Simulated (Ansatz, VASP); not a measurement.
## Two plane-wave programs on KBr

The input INCAR:

```
SYSTEM = KBr
  ALGO = Normal
  EDIFF = 1E-6
  ENCUT = 520
  GGA = PE
  GGA_COMPAT = .FALSE.
  ISIF = 2
  ISMEAR = 0
  LASPH = .TRUE.
  LCHARG = .FALSE.
  LNONCOLLINEAR = .TRUE.
  LORBIT = 11
  LORBMOM = .TRUE.
  LREAL = .FALSE.
  LSORBIT = .TRUE.
  LWAVE = .FALSE.
  MAGMOM = 0 0 0 0 0 0
  NBANDS = 28
  NELM = 150
  PREC = Accurate
  SIGMA = 0.01
```

The input KPOINTS:

```
k-points
0
G
  6 6 6
  0 0 0
```

Contents of POSCAR:

```
KBr
1.0
    0.0000000000      3.3022478291      3.3022478291
    3.3022478291      0.0000000000      3.3022478291
    3.3022478291      3.3022478291      0.0000000000
K Br
1 1
Direct
    0.0000000000      0.0000000000      0.0000000000
    0.5000000000      0.5000000000      0.5000000000
```

Input for Ansatz:

```yaml
crystal:
  lattice:
    - [0.0, 3.3022478291, 3.3022478291]
    - [3.3022478291, 0.0, 3.3022478291]
    - [3.3022478291, 3.3022478291, 0.0]
  atoms:
    - { symbol: K, position: [0.0, 0.0, 0.0] }
    - { symbol: Br, position: [0.5, 0.5, 0.5] }
kpoints:
  mp_grid: { grid: [6, 6, 6] }
  band_path:
    path:
      - [0.0, 0.0, 0.0]
      - [0.5, 0.0, 0.5]
      - [0.625, 0.25, 0.625]
      - [0.375, 0.375, 0.75]
      - [0.5, 0.5, 0.5]
      - [0.5, 0.25, 0.75]
    npoints: 1
hamiltonian:
  xc: pbe
scf:
  occupations: { method: fixed }
  n_extra_bands: 8
magnetization:
  noncollinear: true
  spin_orbit: true
output:
  forces: true
  stress: true
  eigenvalues: true
```

Alike in both runs: task single point; functional PBE; k mesh 6 × 6 × 6; non-collinear spin, spin-orbit coupling.

```csv
,VASP,Ansatz
version,VASP 6.6.1,Ansatz 0.2.0
potentials or method,"VASP PAW PBE potentials, release 64 (K_sv, Br)","plane waves, PAW"
plane-wave cutoff (eV),520,420
occupations,"gaussian, width 0.01 eV",fixed
valence electrons in the cell,16,16
```

```csv
,VASP,Ansatz,Ansatz less VASP
pressure (GPa),0.7,0.7,-0.03
```
